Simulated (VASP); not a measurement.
Si, 2 atoms in the cell. It takes space group Imma (No. 74, orthorhombic). Conventional cell: a = 4.410 Å, b = 4.640 Å, c = 2.498 Å, α = 90.00°, β = 90.00°, γ = 90.00°. Within 3.3 Å of Si (site symmetry mm2) lie 10 Si at 2.34 to 3.21 Å. 

| Property | Result |
| --- | --- |
| Program | VASP 6.6.1 |
| Task | single point |
| Functional | PBE |
| Potentials or basis | VASP PAW PBE potentials, release 64 (Si) |
| Cutoff | 520 eV |
| k mesh | 16 × 16 × 16 |
| Occupations | fermi-dirac, width 0.05 eV |
| Spin | no spin polarisation |
| Dipole correction | no |
| Further INCAR settings | ALGO = Normal; EDIFF = 1e-06; NBANDS = 11 |

Potentials or basis: VASP PAW PBE potentials, release 64 (Si).

Launch:

```bash
$ cat potpaw_PBE.64/Si/POTCAR > POTCAR
$ mpirun -np 1 vasp_std > vasp.out
```

Hardware: 1 thread of Intel Xeon 8259CL, with other jobs on the host.

**Question.** Estimate the wall time of this run.

**Answer.** Run time: 2.4 min on 1 thread of Intel Xeon 8259CL, with other jobs on the host, peak memory 0.26 GiB. Counts: scf iterations 10, k points 621.
